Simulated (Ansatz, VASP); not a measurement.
# Two plane-wave programs on Ag

The input INCAR:

```
SYSTEM = Ag
PREC = Accurate
ENCUT = 600
EDIFF = 1E-6
ISMEAR = 0
SIGMA = 0.1
LREAL = .FALSE.
LASPH = .TRUE.
NELM = 80
ALGO = Fast
ISIF = 3
LWAVE = .FALSE.
LCHARG = .FALSE.
IBRION = 2
NSW = 100
EDIFFG = -0.05
```

The input KPOINTS:

```
Automatic mesh
0
G
  8 8 8
  0 0 0
```

The input POSCAR:

```
Ag
1.0
    0.0000000000      2.0675000000      2.0675000000
    2.0675000000      0.0000000000      2.0675000000
    2.0675000000      2.0675000000      0.0000000000
Ag
1
Direct
    0.0000000000      0.0000000000      0.0000000000
```

Input for Ansatz:

```yaml
crystal:
  lattice:
    - [0.0, 2.0675, 2.0675]
    - [2.0675, 0.0, 2.0675]
    - [2.0675, 2.0675, 0.0]
  atoms:
    - { symbol: Ag, position: [0.0, 0.0, 0.0] }
basis:
  ecutwfc: 600.0
kpoints:
  mp_grid: { grid: [8, 8, 8] }
hamiltonian:
  xc: lda
  pseudopotentials: { kind: paw, azcp: { folder: soft_1 } }
scf:
  occupations: { method: gaussian, width: 0.1 }
output:
  forces: true
  stress: true
  eigenvalues: true
relax:
  adjacent_minimum: "off"
  f_tol: 0.05
  max_steps: 80
  cell: { stress_tol: 0.5 }
```

Alike in both runs: task relaxation of cell and atoms; functional LDA; k mesh 8 × 8 × 8; occupations gaussian, width 0.1 eV; no spin polarisation.

|  | VASP | Ansatz |
| --- | --- | --- |
| version | VASP 6.6.1 | Ansatz 0.2.0 |
| potentials or method | VASP PAW LDA potentials, release 64 (Ag), cutoff 600 eV | scalar-relativistic, plane waves, PAW |
| valence electrons in the cell | 11 | 19 |

|  | VASP | Ansatz | Ansatz less VASP |
| --- | --- | --- | --- |
| gap on the k mesh at the Fermi level, each at its own relaxed structure (eV) | none | none | - |
| relaxed volume (Å³/atom) | 16.12 | 16.11 | -0.015 |
| relaxed cell length with the largest relative difference (Å) | 2.836 | 2.835 | -0.0009 |

Ansatz warns that its potentials were made for another functional, while VASP's fit it. LDA's correlation is that of Perdew and Zunger in VASP and of Perdew and Wang (1992) in Ansatz. A gap of «none» marks a metal or a gap that the smearing closes. VASP's potentials hold 11 valence electrons a cell and Ansatz's 19, so a difference there can come from the potentials and not from the codes.
